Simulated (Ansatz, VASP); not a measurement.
# Al5Rh in VASP and in Ansatz

INCAR

```
ALGO     = Fast           # electronic algorithm
EDIFF    = 1E-6           # SCF threshold, eV
EDIFFG   = -0.01          # ionic threshold
ENCUT    = 600            # plane-wave cutoff, eV
GGA      = PE             # functional
IBRION   = 2              # ionic algorithm
ISIF     = 3              # what is computed and relaxed
ISMEAR   = 0              # smearing method
LASPH    = True           # aspherical terms in the spheres
LCHARG   = False          # write CHGCAR
LREAL    = False          # projectors in reciprocal space
LWAVE    = False          # write WAVECAR
NELM     = 80             # most SCF steps
NSW      = 100            # ionic steps
PREC     = Accurate       # precision mode
SIGMA    = 0.1            # smearing width, eV
```

Contents of KPOINTS:

```
k-points
0
Gamma
  8 8 6
```

File POSCAR:

```
Al5Rh
1.0
    4.9878167427      0.0000000000      0.0000000000
    0.0000000000      4.9878167427      0.0000000000
    0.0000000000      0.0000000000      7.5917090498
Al Rh
5 1
Direct
    0.0000000000      0.5000000000      0.0000000000
    0.5000000000      0.0000000000      0.0000000000
    0.0000000000      0.0000000000      0.0000000000
    0.0000000000      0.0000000000      0.3265147521
    0.0000000000      0.0000000000      0.6734852479
    0.5000000000      0.5000000000      0.0000000000
```

Input for Ansatz:

```yaml
crystal:
  lattice:
    - [4.9878167427, 0.0, 0.0]
    - [0.0, 4.9878167427, 0.0]
    - [0.0, 0.0, 7.5917090498]
  atoms:
    - { symbol: Al, position: [0.0, 0.5, 0.0] }
    - { symbol: Al, position: [0.5, 0.0, 0.0] }
    - { symbol: Al, position: [0.0, 0.0, 0.0] }
    - { symbol: Al, position: [0.0, 0.0, 0.3265147521] }
    - { symbol: Al, position: [0.0, 0.0, 0.6734852479] }
    - { symbol: Rh, position: [0.5, 0.5, 0.0] }
basis:
  ecutwfc: 420
kpoints:
  mp_grid: { grid: [8, 8, 6] }
hamiltonian:
  xc: pbe
scf:
  occupations: { method: gaussian, width: 0.1 }
output:
  forces: true
  stress: true
  eigenvalues: true
relax:
  adjacent_minimum: "off"
  f_tol: 0.01
  max_steps: 80
  cell: { stress_tol: 0.05 }
```

Alike in both runs: task relaxation of cell and atoms; functional PBE; k mesh 8 × 8 × 6; occupations gaussian, width 0.1 eV; no spin polarisation.

```csv
,VASP,Ansatz
version,VASP 6.6.1,Ansatz 0.2.0
potentials or method,"VASP PAW PBE potentials, release 64 (Al, Rh_pv), cutoff 600 eV","scalar-relativistic, plane waves, PAW"
valence electrons in the cell,30,32
```

Ansatz gave:

- gap on the k mesh at the Fermi level, each at its own relaxed structure (eV): none
- relaxed volume (Å³/atom): 31.24
- relaxed cell length with the largest relative difference (Å): 7.581

Question: What did VASP give for the same quantities?

Answer: gap on the k mesh at the Fermi level, each at its own relaxed structure (eV): none; relaxed volume (Å³/atom): 31.25; relaxed cell length with the largest relative difference (Å): 7.582.

A gap of «none» marks a metal or a gap that the smearing closes. VASP's potentials hold 30 valence electrons a cell and Ansatz's 32, so a difference there can come from the potentials and not from the codes.
